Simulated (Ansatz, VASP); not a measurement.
**Two plane-wave programs on Cu**

The input INCAR:

```
SYSTEM = Cu
  PREC = Accurate
  ENCUT = 820
  EDIFF = 1E-6
  ISMEAR = -1
  SIGMA = 0.05
  LREAL = .False.
  LASPH = .True.
  NELM = 120
  ALGO = Normal
  ISIF = 2
  LWAVE = .False.
  LCHARG = .False.
  NBANDS = 16
  GGA_COMPAT = .False.
```

File KPOINTS:

```
regular mesh
0
Gamma
  13 13 13
  0 0 0
```

File POSCAR:

```
Cu
1.0
   -1.4427933200      1.4427933200      1.3760814500
    1.4427933200     -1.4427933200      1.3760814500
    1.4427933200      1.4427933200     -1.3760814500
Cu
1
Direct
    0.0000000000      0.0000000000      0.0000000000
```

input.yaml

```yaml
crystal:
  lattice:
    - [-1.44279332, 1.44279332, 1.37608145]
    - [1.44279332, -1.44279332, 1.37608145]
    - [1.44279332, 1.44279332, -1.37608145]
  atoms:
    - { symbol: Cu, position: [0.0, 0.0, 0.0] }
hamiltonian:
  xc: lda
  pseudopotentials: { kind: paw }
kpoints:
  mp_grid: { grid: [13, 13, 13] }
  band_path:
    path:
      - [[0.0, 0.0, 0.0], [0.0, 0.0, 0.5], [-0.5, 0.5, 0.5], [0.0, 0.0, 0.0], [0.4774154906, 0.4774154906, -0.4774154906], [0.25, 0.25, 0.25], [0.0, 0.5, 0.0], [-0.4774154906, 0.5225845094, 0.4774154906], [-0.5, 0.5, 0.5]]
      - [[0.0, 0.0, 0.5], [0.25, 0.25, 0.25]]
    npoints: 14
scf:
  occupations: { method: fermi_dirac, width: 0.05 }
  n_extra_bands: 6
output:
  forces: true
  stress: true
  eigenvalues: true
  fatbands: false
```

Alike in both runs: functional LDA; k mesh 13 × 13 × 13; occupations fermi-dirac, width 0.05 eV; no spin polarisation.

```csv
,VASP,Ansatz
version,VASP 6.6.1,Ansatz 0.2.0
potentials or method,"VASP PAW LDA potentials, release 64 (Cu_sv_GW)",Ansatz PAW
plane-wave cutoff (eV),820,420
valence electrons in the cell,19,19
task,single point,band structure
```

Ansatz gave:

```
gap on the k mesh at the Fermi level (eV)                     : none
pressure (GPa)                                                : -7.8
traceless stress, the component that is largest in VASP (GPa) : -0.21
```

Problem. What did VASP give for the same quantities?

Solution. gap on the k mesh at the Fermi level (eV): none; pressure (GPa): -8.1; traceless stress, the component that is largest in VASP (GPa): -0.20.

LDA's correlation is that of Perdew and Zunger in VASP and of Perdew and Wang (1992) in Ansatz. A gap of «none» marks a metal or a gap that the smearing closes.
